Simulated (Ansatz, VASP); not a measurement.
**Ni: VASP beside Ansatz**

```
Ni
1.0
     2.39847    0.00000    0.00000
    -1.19924    2.07714    0.00000
     0.00000    0.00000    3.99037
Ni
2
Direct
  0.33333 0.66667 0.25000
  0.66667 0.33333 0.75000
```

Change from the starting cell: volume scaled by 0.9405.

Alike in both runs: task single point; functional LDA; k mesh 15 × 15 × 8; occupations fermi-dirac, width 0.08 eV; collinear spin.

```csv
,VASP,Ansatz
version,VASP 6.6.1,Ansatz 0.2.0
potentials or method,"VASP PAW LDA potentials, release 64 (Ni), cutoff 520 eV","all-electron LAPW, scalar-relativistic"
```

```csv
,VASP,Ansatz,Ansatz less VASP
pressure (GPa),3.3,3.5,+0.17
"traceless stress, the component that is largest in VASP (GPa)",-2.91,-2.89,+0.022
net moment per atom (μB),0.59,0.61,+0.024
size of the moment on the site where the two differ most (μB),0.58,0.63,+0.043
```

LDA's correlation is that of Perdew and Zunger in VASP and of Perdew and Wang (1992) in Ansatz. Site moments also hang on the region over which each program counts them. Ansatz ran all-electron here, and VASP with PAW potentials.
